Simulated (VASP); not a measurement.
Wanted: the native input for a VASP 6.6.1 run.

```yaml
Task: single point
Functional: LDA
Potentials_or_basis: VASP PAW LDA potentials, release 64 (Pb_d, Te)
Cutoff: 520 eV
k_mesh: 6 × 6 × 6
Occupations: fermi-dirac, width 0.02 eV
Spin: no spin polarisation
Dipole_correction: no
Further_INCAR_settings: ALGO = Normal; EDIFF = 1e-07; NBANDS = 17
```

The structure of TePb lies in POSCAR:

```
TePb
1.0
    0.0000000000      3.5606207645      3.5606207645
    3.5606207645      0.0000000000      3.5606207645
    3.5606207645      3.5606207645      0.0000000000
Pb Te
1 1
Direct
    0.0000000000      0.0000000000      0.0000000000
    0.2500000000      0.2500000000      0.2500000000
```

These files were run (other wordings do the same):

INCAR

```
PREC = Accurate
ENCUT = 520
EDIFF = 1E-7
ISMEAR = -1
SIGMA = 0.02
LREAL = False
LASPH = True
NELM = 60
ALGO = Normal
ISIF = 2
LWAVE = False
LCHARG = False
NBANDS = 17
```

KPOINTS

```
regular mesh
0
Gamma
  6 6 6
```

Potentials or basis: VASP PAW LDA potentials, release 64 (Pb_d, Te).

Command:

```sh
$ cat potpaw_LDA.64/Pb_d/POTCAR potpaw_LDA.64/Te/POTCAR > POTCAR
$ mpirun -np 1 vasp_std > vasp.out
```

Results of the run:

```json
{"Pressure": "0.1 GPa", "Band gap on the k mesh": "0.47 eV, indirect (least direct gap 1.01 eV)"}
```

Caveat: spin-orbit coupling is left out, which moves the levels of the heavy elements.

Wall time 19 s on 1 thread of Intel(R) Xeon(R) 6975P-C (Granite Rapids), on a shared host, peak memory 0.2 GiB.
